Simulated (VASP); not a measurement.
Input of a VASP 6.6.1 run:

The input INCAR:

```
SYSTEM = MgO
PREC = Accurate
ENCUT = 600
EDIFF = 1E-7
ISMEAR = 0
SIGMA = 0.02
LREAL = .FALSE.
LASPH = .TRUE.
NELM = 80
ALGO = Normal
ISIF = 3
LWAVE = .FALSE.
LCHARG = .FALSE.
GGA = PS
IBRION = 2
NSW = 100
EDIFFG = -0.002
```

The input KPOINTS:

```
Automatic mesh
0
G
  8 8 8
  0 0 0
```

File POSCAR:

```
MgO
1.0
    0.0000000000      2.1245000000      2.1245000000
    2.1245000000      0.0000000000      2.1245000000
    2.1245000000      2.1245000000      0.0000000000
Mg O
1 1
Direct
    0.0000000000      0.0000000000      0.0000000000
    0.5000000000      0.5000000000      0.5000000000
```

Potentials or basis: VASP PAW PBE potentials, release 64 (Mg, O).

Launch:

```console
$ cat potpaw_PBE.64/Mg/POTCAR potpaw_PBE.64/O/POTCAR > POTCAR
$ mpirun -np 1 vasp_std > vasp.out
```

Q: Estimate the relaxed volume.

A: 9.31 Å³/atom.

Q: Estimate the relaxed cell.

A: a = 2.975 Å, b = 2.975 Å, c = 2.975 Å, α = 60.00°, β = 60.00°, γ = 60.00°.

Q: Predict the band gap on the k mesh.

A: 4.67 eV, direct.

Final structure:
```
CELL_PARAMETERS angstrom
0.00000 2.10381 2.10381
2.10381 0.00000 2.10381
2.10381 2.10381 0.00000
ATOMIC_POSITIONS crystal
Mg 0.00000 0.00000 0.00000
O 0.50000 0.50000 0.50000
```

Caveat: the PAW data sets were made with another functional, which shifts forces and pressure a little.
